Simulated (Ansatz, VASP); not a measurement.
This is a calculation of P for VASP 6.6.1.

INCAR

```
SYSTEM = P
  ALGO = Normal
  EDIFF = 1E-6
  ENCUT = 520
  ISIF = 2
  ISMEAR = -1
  LASPH = .True.
  LCHARG = .False.
  LREAL = .False.
  LWAVE = .False.
  NBANDS = 18
  NELM = 100
  PREC = Accurate
  SIGMA = 0.05
```

The input KPOINTS:

```
k-points
0
Gamma
  8 1 6
  0 0 0
```

Contents of POSCAR:

```
P
1.0
    3.2393475808      0.0000000000      0.0000000000
    0.0000000000     34.3859322811      0.0000000000
    0.0000000000      0.0000000000      4.5694812964
P
4
Direct
    0.5000000000      0.9702614300      0.9078492800
    0.5000000000      0.0297385700      0.0921507200
    0.0000000000      0.0297385700      0.4078492800
    0.0000000000      0.9702614300      0.5921507200
```

Potentials or basis: VASP PAW LDA potentials, release 64 (P).

The run is started by

```console
$ cat potpaw_LDA.64/P/POTCAR > POTCAR
$ mpirun -np 1 vasp_std > vasp.out
```

Q: Set up the same calculation for Ansatz 0.2.0. Potentials there: all-electron LAPW, scalar-relativistic.

A: As run (the cutoff follows the program's own potentials):

File input.yaml:

```yaml
crystal:
  lattice:
    - [3.2393475808, 0.0, 0.0]
    - [0.0, 34.3859322811, 0.0]
    - [0.0, 0.0, 4.5694812964]
  atoms:
    - { symbol: P, position: [0.5, 0.97026143, 0.90784928] }
    - { symbol: P, position: [0.5, 0.02973857, 0.09215072] }
    - { symbol: P, position: [0.0, 0.02973857, 0.40784928] }
    - { symbol: P, position: [0.0, 0.97026143, 0.59215072] }
kpoints:
  mp_grid: { grid: [8, 1, 6] }
scf:
  occupations: { method: fermi_dirac, width: 0.05 }
hamiltonian:
  xc: lda
  pseudopotentials: { kind: all_electron, lapw: { basis_error: 0.002 } }
output:
  forces: true
  stress: true
  eigenvalues: true
```

Potentials or basis: all-electron LAPW, scalar-relativistic.

Run with:

```console
$ ansatz run input.yaml --threads 2 --pin off --max-ram 8192MiB --backend cpu --events-out ev --progress --plain --runs-dir out
```

Both were run:

|  | VASP | Ansatz | Ansatz less VASP |
| --- | --- | --- | --- |
| gap on the k mesh at the Fermi level (eV) | 0.83 | 0.82 | -0.010 |
| least direct gap on the mesh (eV) | 0.83 | 0.83 | -0.009 |
| rms of the force components (eV/Å) | 0.245 | 0.273 | +0.0275 |

LDA's correlation is that of Perdew and Zunger in VASP and of Perdew and Wang (1992) in Ansatz. Atom by atom the forces differ by 0.028 eV/Å (rms over components). Ansatz ran all-electron here, and VASP with PAW potentials.
